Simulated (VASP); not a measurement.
A run of VASP 6.6.1 is set up as follows.

The input INCAR:

```
ALGO = Fast
EDIFF = 1E-7
ENCUT = 520
ISIF = 2
ISMEAR = 0
LASPH = T
LCHARG = F
LREAL = F
LWAVE = F
NBANDS = 19
NELM = 100
PREC = Accurate
SIGMA = 0.05
```

The input KPOINTS:

```
k-points
0
Gamma
  16 16 10
```

POSCAR

```
Zr
1.0
    3.1001060616      0.0000000000      0.0000000000
   -1.5500530308      2.6847706037      0.0000000000
    0.0000000000      0.0000000000      5.0434278937
Zr
2
Direct
    0.3333333333      0.6666666667      0.2500000000
    0.6666666667      0.3333333333      0.7500000000
```

Potentials or basis: VASP PAW LDA potentials, release 64 (Zr_sv).

Launch:

```sh
$ cat potpaw_LDA.64/Zr_sv/POTCAR > POTCAR
$ mpirun -np 1 vasp_std > vasp.out
```

Q: Estimate the pressure.

A: 4.1 GPa.

Q: Estimate the band gap on the k mesh.

A: Zero (bands 12 and 13 overlap by 1.29 eV).

Stress tensor (GPa, compression positive):
```
4.08 0.00 0.00
0.00 4.08 0.00
0.00 0.00 4.16
```

Caveat: the cell stands under pressure.
